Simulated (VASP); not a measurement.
# Zn (Fm-3m) in VASP: settings compared

Zn is run at these levels: revPBE, BLYP; tasks: single point.

Everything below comes from runs of VASP 6.6.1. Logs are shortened: lines on timing, memory, paths and dates and some standing lists are left out, and cuts for length are marked.

## (1) The cell of the first run

The structure is cubic, space group Fm-3m (No. 225). Conventional cell: a = 3.971 Å, b = 3.971 Å, c = 3.971 Å, α = 90.00°, β = 90.00°, γ = 90.00°. Within 3.7 Å of Zn (site symmetry m-3m) lie 12 Zn at 2.81 Å.

## (2) Single point, revPBE

The input, INCAR:

```
SYSTEM = Zn
ALGO     = Normal         ! electronic algorithm
EDIFF    = 1E-7           ! SCF threshold, eV
ENCUT    = 520            ! plane-wave cutoff, eV
GGA      = RE             ! functional
ISIF     = 2              ! what is computed and relaxed
ISMEAR   = -1             ! smearing method
LASPH    = .TRUE.         ! aspherical terms in the spheres
LCHARG   = .FALSE.        ! write CHGCAR
LREAL    = .FALSE.        ! projectors in reciprocal space
LWAVE    = .FALSE.        ! write WAVECAR
NBANDS   = 12             ! bands
NELM     = 60             ! most SCF steps
PREC     = Accurate       ! precision mode
SIGMA    = 0.05           ! smearing width, eV
```

The input, KPOINTS:

```
k-points
0
G
  12 12 12
  0 0 0
```

The input, POSCAR:

```
Zn
1.0
    0.0000000000      1.9854835602      1.9854835602
    1.9854835602      0.0000000000      1.9854835602
    1.9854835602      1.9854835602      0.0000000000
Zn
1
Direct
    0.0000000000      0.0000000000      0.0000000000
```

Potentials or basis: VASP PAW PBE potentials, release 64 (Zn).

Run with:

```sh
$ cat potpaw_PBE.64/Zn/POTCAR > POTCAR
$ mpirun -np 1 vasp_std > vasp.out
```

OUTCAR:

```text
SYSTEM = Zn
   EDIFF = 1E-7
   ENCUT = 520
   GGA = RE
   ISIF = 2
   ISMEAR = -1
   LASPH = .TRUE.
   LREAL = .FALSE.
   NELM = 60
   PREC = Accurate

 ion  position               nearest neighbor table
   1  0.000  0.000  0.000-

  LATTYP: Found a face centered cubic cell.
 ALAT       =     3.9709671204

  Lattice vectors:

 A1 = (   0.0000000000,   1.9854835602,   1.9854835602)
 A2 = (   1.9854835602,   0.0000000000,   1.9854835602)
 A3 = (   1.9854835602,   1.9854835602,   0.0000000000)

Analysis of symmetry for initial positions (statically):
=====================================================================
 Subroutine PRICEL returns:
 Original cell was already a primitive cell.

 Routine SETGRP: Setting up the symmetry group for a
 face centered cubic supercell.

 Subroutine GETGRP returns: Found 48 space group operations
 (whereof 48 operations were pure point group operations)
 out of a pool of 48 trial point group operations.

The static configuration has the point symmetry O_h .

Analysis of symmetry for dynamics (positions and initial velocities):
=====================================================================
 Subroutine PRICEL returns:
 Original cell was already a primitive cell.

 Routine SETGRP: Setting up the symmetry group for a
 face centered cubic supercell.

 Subroutine GETGRP returns: Found 48 space group operations
 (whereof 48 operations were pure point group operations)
 out of a pool of 48 trial point group operations.

The dynamic configuration has the point symmetry O_h .

 Subroutine INISYM returns: Found 48 space group operations
 (whereof 48 operations are pure point group operations),
 and found     1 'primitive' translations

----------------------------------------------------------------------------------------

                                     Primitive cell

  volume of cell :      15.6541

  direct lattice vectors                    reciprocal lattice vectors
     0.000000000  1.985483560  1.985483560    -0.251827822  0.251827822  0.251827822
     1.985483560  0.000000000  1.985483560     0.251827822 -0.251827822  0.251827822
     1.985483560  1.985483560  0.000000000     0.251827822  0.251827822 -0.251827822

  length of vectors
     2.807897779  2.807897779  2.807897779     0.436178582  0.436178582  0.436178582

  position of ions in fractional coordinates (direct lattice)
     0.000000000  0.000000000  0.000000000

  ion indices of the primitive-cell ions
   primitive index   ion index
                 1           1

----------------------------------------------------------------------------------------

 KPOINTS: k-points

Automatic generation of k-mesh.
 Grid dimensions read from file:
 generate k-points for:   12   12   12

 Generating k-lattice:

  Cartesian coordinates                     Fractional coordinates (reciprocal lattice)
    -0.020985652  0.020985652  0.020985652     0.083333333  0.000000000  0.000000000
     0.020985652 -0.020985652  0.020985652     0.000000000  0.083333333  0.000000000
     0.020985652  0.020985652 -0.020985652     0.000000000  0.000000000  0.083333333

  Length of vectors
     0.036348215  0.036348215  0.036348215

  Shift w.r.t. Gamma in fractional coordinates (k-lattice)
     0.000000000  0.000000000  0.000000000

 Subroutine IBZKPT returns following result:
 ===========================================

 Found     72 irreducible k-points:

 Following reciprocal coordinates:
            Coordinates               Weight
  0.000000  0.000000  0.000000      1.000000
  0.083333  0.000000  0.000000      8.000000
  0.166667  0.000000  0.000000      8.000000
  0.250000  0.000000  0.000000      8.000000
  0.333333  0.000000  0.000000      8.000000
  0.416667  0.000000  0.000000      8.000000
[... 16 lines left out ...]
  0.500000  0.166667  0.000000     24.000000
 -0.416667  0.166667  0.000000     24.000000
 [... further k-points ...]
   k-points           NKPTS =     72   k-points in BZ     NKDIM =     72   number of bands    NBANDS=     12
   number of dos      NEDOS =    301   number of ions     NIONS =      1
   total plane-waves  NPLWV =  13824
   dimension x,y,z NGX =    24 NGY =   24 NGZ =   24
   dimension x,y,z NGXF=    48 NGYF=   48 NGZF=   48
   ions per type =               1
   NGX,Y,Z   is equivalent  to a cutoff of  14.21, 14.21, 14.21 a.u.
   NGXF,Y,Z  is equivalent  to a cutoff of  28.42, 28.42, 28.42 a.u.
 SYSTEM =  Zn
   PREC   = accura    normal or accurate (medium, high low for compatibility)
   ISTART =      0    job   : 0-new  1-cont  2-samecut
   ICHARG =      2    charge: 1-file 2-atom 10-const
   ISPIN  =      1    spin polarized calculation?
   LNONCOLLINEAR =      F non collinear calculations
   LSORBIT =      F    spin-orbit coupling
   LASPH  =      T    aspherical Exc in radial PAW
   ENCUT  =  520.0 eV  38.22 Ry    6.18 a.u.   5.22  5.22  5.22*2*pi/ulx,y,z
   NELM   =     60;   NELMIN=  2; NELMDL= -5     # of ELM steps
   EDIFF  = 0.1E-06   stopping-criterion for ELM
   LREAL  =      F    real-space projection
   EDIFFG = 0.1E-05   stopping-criterion for IOM
   NSW    =      0    number of steps for IOM
   IBRION =     -1    ionic relax: 0-MD 1-quasi-New 2-CG
   NFREE  =      0    steps in history (QN), initial steepest desc. (CG)
   ISIF   =      2    stress and relaxation
   ISYM   =      2    0-nonsym 1-usesym 2-fastsym
   POTIM  = 0.5000    time-step for ionic-motion
   TEBEG  =    0.0;   TEEND  =   0.0 temperature during run
   PSTRESS=    0.0 pullay stress
   NELECT =      12.0000    total number of electrons
   NUPDOWN=      -1.0000    fix difference up-down
   EMIN   =  10.00;   EMAX   =-10.00  energy-range for DOS
   EFERMI =   0.00;   METHOD = LEGACY
   ISMEAR =    -1;   SIGMA  =   0.05  broadening in eV -4-tet -1-fermi 0-gaus
   EFERMI_NEDOS =   21; number of points for ismear=-14 and -15
   IALGO  =     38    algorithm
   IMIX   =      4    mixing-type and parameters
     AMIX     =   0.40;   BMIX     =  1.00
     AMIX_MAG =   1.60;   BMIX_MAG =  1.00
  volume/ion in A,a.u.               =      15.65       105.64
  Fermi-wavevector in a.u.,A,eV,Ry     =   1.498278  2.831334 30.542845  2.244836
  Thomas-Fermi vector in A             =   2.610057
   LORBIT       =      0    0 simple, 1 ext, 2 COOP (PROOUT), +10 PAW based schemes
   GGA     = RE    functional components
   LHFCALC =     F    Hartree Fock is set to
   AEXX    =    0.0000 exact exchange contribution
   IVDW    =     0    specifies the selected vdW correction
   LEPSILON=     F    determine dielectric tensor
   LRPA    =     F    only Hartree local field effects (RPA)
 non-spin polarized calculation
  energy-cutoff  :      520.00
  volume of cell :       15.65
 maximum number of plane-waves:       444
 NGX is ok and might be reduce to    24
   NGX = 11   NGY = 11   NGZ = 11

 number of electron      11.9999998 magnetization

 Free energy of the ion-electron system (eV)
  ---------------------------------------------------
  ext. energy  EPLUGINS =         0.00000000
  ---------------------------------------------------
  free energy    TOTEN  =        -0.78084289 eV

  energy without entropy =       -0.77722229  energy(sigma->0) =       -0.77903259

 E-fermi :   2.9305     XC(G=0): -11.3139

 val. band max:        2.8409601379   @ k =  -0.4167   0.4167   0.0000
 cond. band min:       2.9368279022   @ k =  -0.4167   0.0833   0.0000
 fundamental gap:      0.0958677643
 Fermi energy:         2.9304803543

 k-point     1 :       0.0000    0.0000    0.0000
  band No.  band energies     occupation
      1      -7.1292      2.00000
      2      -4.5652      2.00000
      3      -4.5652      2.00000
      4      -4.5652      2.00000
      5      -4.2087      2.00000
      6      -4.2087      2.00000
      7      20.8634      0.00000
      8      20.8634      0.00000
      9      20.8634      0.00000
     10      21.5712      0.00000
     11      23.6165      0.00000
     12      23.6165      0.00000

 k-point     2 :       0.0833    0.0000    0.0000
  band No.  band energies     occupation
      1      -6.9248      2.00000
      2      -4.5803      2.00000
      3      -4.5434      2.00000
      4      -4.5434      2.00000
      5      -4.2145      2.00000
      6      -4.2145      2.00000
      7      17.8630      0.00000
      8      20.2720      0.00000
      9      20.2721      0.00000
     10      21.3024      0.00000
     11      24.5536      0.00000
     12      24.5536      0.00000

 k-point     3 :       0.1667    0.0000    0.0000
  band No.  band energies     occupation
      1      -6.3383      2.00000
      2      -4.5919      2.00000
      3      -4.5000      2.00000
      4      -4.5000      2.00000
      5      -4.2129      2.00000
      6      -4.2129      2.00000
      7      13.8827      0.00000
      8      19.3707      0.00000
      9      19.3707      0.00000
     10      21.0844      0.00000
     11      26.1746      0.00000
     12      26.1815      0.00000
[... 286 lines left out ...]
 k-point    23 :       0.5000    0.1667    0.0000
  band No.  band energies     occupation
      1      -5.0481      2.00000
      2      -4.6437      2.00000
      3      -4.4192      2.00000
      4      -4.2854      2.00000
      5      -3.9326      2.00000
      6       0.0200      2.00000
      7       3.4241      0.00010
      8      13.0427      0.00000
      9      15.0160      0.00000
     10      17.5380      0.00000
     11      25.7780      0.00000
     12      26.5703      0.00000

 k-point    24 :      -0.4167    0.1667    0.0000
  band No.  band energies     occupation
      1      -5.0334      2.00000
      2      -4.6467      2.00000
      3      -4.4348      2.00000
      4      -4.2326      2.00000
      5      -3.9826      2.00000
      6       0.7446      2.00000
      7       2.5789      1.99824
      8      12.1695      0.00000
      9      15.8010      0.00000
     10      18.0886      0.00000
     11      24.9618      0.00000
     12      26.0139      0.00000

 [... further k-points ...]
[... 5 lines left out ...]
  --------------------------------------------------------------------------------------
  -------------------------------------------------------------------------------------
  Total        0.0250613      0.0250613      0.0250613      0.0000000     -0.0000000     -0.0000000
  in kB        2.5649855      2.5649855      2.5649855      0.0000000     -0.0000000     -0.0000000
  external PRESSURE =       2.5649855 kB  Pullay stress =       0.0000000 kB

 VOLUME and BASIS-vectors are now :
 -----------------------------------------------------------------------------
  energy-cutoff  :      520.00
  volume of cell :       15.65
      direct lattice vectors                 reciprocal lattice vectors
     0.000000000  1.985483560  1.985483560    -0.251827822  0.251827822  0.251827822
     1.985483560  0.000000000  1.985483560     0.251827822 -0.251827822  0.251827822
     1.985483560  1.985483560  0.000000000     0.251827822  0.251827822 -0.251827822

 POSITION                                       TOTAL-FORCE (eV/Angst)
 -----------------------------------------------------------------------------------
      0.00000      0.00000      0.00000         0.000000      0.000000      0.000000
 -----------------------------------------------------------------------------------
    total drift:                               -0.000000      0.000000     -0.000000

  FREE ENERGIE OF THE ION-ELECTRON SYSTEM (eV)
  ---------------------------------------------------
  free  energy   TOTEN  =        -0.7808428950 eV

  energy  without entropy=       -0.7772222945  energy(sigma->0) =       -0.77903259
```

Wall time 20 s (1 thread of Intel Xeon 8259CL, shared host); peak memory 0.14 GiB.

What came out:

- Free energy: -0.7808 eV
- Pressure: 0.3 GPa
- Band gap on the k mesh: zero (band 6 reaches 5.20 eV, above the bottom of band 7 at 1.57 eV)

Levels at points of the mesh, in eV from the Fermi level:
| k point | band 2 | band 3 | band 4 | band 5 | band 6 | band 7 | band 8 | band 9 | band 10 | band 11 |
| --- | --- | --- | --- | --- | --- | --- | --- | --- | --- | --- |
| (0.00, 0.00, 0.00) | -7.50 | -7.50 | -7.50 | -7.14 | -7.14 | 17.93 | 17.93 | 17.93 | 18.64 | 20.69 |
| (0.50, 0.00, 0.00) | -7.50 | -7.50 | -6.87 | -6.87 | -2.74 | -1.36 | 14.98 | 14.98 | 17.21 | 18.64 |
| (0.50, 0.50, 0.00) | -8.07 | -6.89 | -6.80 | -6.80 | -0.88 | 1.68 | 8.34 | 8.34 | 11.88 | 12.96 |

Caveat: the PAW data sets were made with another functional, which shifts forces and pressure a little.

## (3) Single point, BLYP

This run uses another cell than the first one, of 16.90 Å³/atom, 1.080 times its volume.

The input, INCAR:

```
SYSTEM = Zn
PREC = Accurate
ENCUT = 520
EDIFF = 1E-7
ISMEAR = -1
SIGMA = 0.05
LREAL = .False.
LASPH = .True.
NELM = 80
ALGO = Normal
ISIF = 2
LWAVE = .False.
LCHARG = .True.
GGA = B5
ALDAX = 1.0
AGGAX = 1.0
AGGAC = 1.0
ALDAC = 0.0
LELF = .True.
LVHAR = .True.
NBANDS = 12
```

The input, KPOINTS:

```
regular mesh
0
Gamma
  12 12 12
  0 0 0
```

The input, POSCAR:

```
Zn
1.0
    0.0000000000      2.0369145433      2.0369145433
    2.0369145433      0.0000000000      2.0369145433
    2.0369145433      2.0369145433      0.0000000000
Zn
1
Direct
    0.0000000000      0.0000000000      0.0000000000
```

Potentials or basis: VASP PAW PBE potentials, release 64 (Zn).

Run with:

```sh
$ cat potpaw_PBE.64/Zn/POTCAR > POTCAR
$ mpirun -np 1 vasp_std > vasp.out
```

OUTCAR:

```text
SYSTEM = Zn
   PREC = Accurate
   ENCUT = 520
   EDIFF = 1E-7
   ISMEAR = -1
   LREAL = .False.
   LASPH = .True.
   NELM = 80
   ISIF = 2
   GGA = B5

 ion  position               nearest neighbor table
   1  0.000  0.000  0.000-

  LATTYP: Found a face centered cubic cell.
 ALAT       =     4.0738290866

  Lattice vectors:

 A1 = (   0.0000000000,   2.0369145433,   2.0369145433)
 A2 = (   2.0369145433,   0.0000000000,   2.0369145433)
[... 539 lines left out ...]
     12      24.9381      0.00000

 [... further k-points ...]

------------------------ aborting loop because EDIFF is reached ----------------------------------------

  FORCE on cell =-STRESS in cart. coord.  units (eV):
  Direction    XX          YY          ZZ          XY          YZ          ZX
  --------------------------------------------------------------------------------------
  -------------------------------------------------------------------------------------
  Total        0.0202577      0.0202577      0.0202577      0.0000000      0.0000000      0.0000000
  in kB        1.9202213      1.9202213      1.9202213      0.0000000      0.0000000      0.0000000
  external PRESSURE =       1.9202213 kB  Pullay stress =       0.0000000 kB

 VOLUME and BASIS-vectors are now :
 -----------------------------------------------------------------------------
  energy-cutoff  :      520.00
  volume of cell :       16.90
      direct lattice vectors                 reciprocal lattice vectors
     0.000000000  2.036914543  2.036914543    -0.245469306  0.245469306  0.245469306
     2.036914543  0.000000000  2.036914543     0.245469306 -0.245469306  0.245469306
     2.036914543  2.036914543  0.000000000     0.245469306  0.245469306 -0.245469306

 POSITION                                       TOTAL-FORCE (eV/Angst)
 -----------------------------------------------------------------------------------
      0.00000      0.00000      0.00000         0.000000      0.000000      0.000000
 -----------------------------------------------------------------------------------
    total drift:                               -0.000000      0.000000      0.000000

  FREE ENERGIE OF THE ION-ELECTRON SYSTEM (eV)
  ---------------------------------------------------
  free  energy   TOTEN  =        -0.3337312311 eV

  energy  without entropy=       -0.3296084841  energy(sigma->0) =       -0.33166986
```

OSZICAR:

```text
N       E                     dE             d eps       ncg     rms          rms(c)
DAV:   1     0.435986211237E+02    0.43599E+02   -0.66146E+03  1772   0.151E+03
DAV:   2     0.972653376991E+00   -0.42626E+02   -0.40086E+02  1784   0.214E+02
DAV:   3    -0.409052284309E+00   -0.13817E+01   -0.13786E+01  2048   0.381E+01
DAV:   4    -0.412910402085E+00   -0.38581E-02   -0.38580E-02  1932   0.198E+00
DAV:   5    -0.412913897676E+00   -0.34956E-05   -0.34956E-05  2068   0.575E-02    0.201E+00
DAV:   6    -0.338295904648E+00    0.74618E-01   -0.38063E-01  2064   0.124E+01    0.152E+00
DAV:   7    -0.334975182085E+00    0.33207E-02   -0.75680E-03  1872   0.163E+00    0.779E-01
DAV:   8    -0.333691891148E+00    0.12833E-02   -0.13570E-03  2020   0.428E-01    0.278E-02
DAV:   9    -0.333727549832E+00   -0.35659E-04   -0.96988E-05  1972   0.102E-01    0.197E-02
DAV:  10    -0.333731563634E+00   -0.40138E-05   -0.76857E-06  1932   0.286E-02    0.253E-03
DAV:  11    -0.333731315561E+00    0.24807E-06   -0.27365E-07  1820   0.956E-03    0.721E-04
DAV:  12    -0.333731231098E+00    0.84464E-07   -0.64801E-08  1260   0.400E-03
   1 F= -.33373123E+00 E0= -.33166986E+00  d E =-.412275E-02
```

stdout:

```text
POSCAR found type information on POSCAR Zn
 POSCAR found :  1 types and       1 ions
 scaLAPACK will be used
 -----------------------------------------------------------------------------
|                                                                             |
|                                                                             |
|     You enforced a specific xc type in the INCAR file but a different       |
|     I HOPE YOU KNOW WHAT YOU ARE DOING!                                     |
|                                                                             |
 -----------------------------------------------------------------------------

 LDA part: xc-table for (Slater(with rela. corr.)+VWN5), standard interpolation
 POSCAR, INCAR and KPOINTS ok, starting setup
 FFT: planning ... GRIDC
 FFT: planning ... GRID_SOFT
 FFT: planning ... GRID
 WAVECAR not read
 entering main loop
```

It took 28 s on 1 thread of Intel Xeon 8259CL, shared host; peak memory 0.14 GiB.

What came out:

| Property | Result |
| --- | --- |
| Free energy | -0.3337 eV |
| Pressure | 0.2 GPa |
| Band gap on the k mesh | zero (band 6 reaches 5.05 eV, above the bottom of band 7 at 1.15 eV) |

Levels at points of the mesh, in eV from the Fermi level:
```csv
k point,band 2,band 3,band 4,band 5,band 6,band 7,band 8,band 9,band 10,band 11
"(0.00, 0.00, 0.00)",-7.45,-7.45,-7.45,-7.15,-7.15,16.64,16.64,16.64,18.55,19.92
"(0.50, 0.00, 0.00)",-7.45,-7.45,-6.91,-6.91,-2.22,-1.58,13.86,13.86,17.28,18.10
"(0.50, 0.50, 0.00)",-7.93,-6.92,-6.85,-6.85,-0.58,1.32,7.91,7.91,11.74,12.41
```

Caveat: the PAW data sets were made with another functional, which shifts forces and pressure a little.
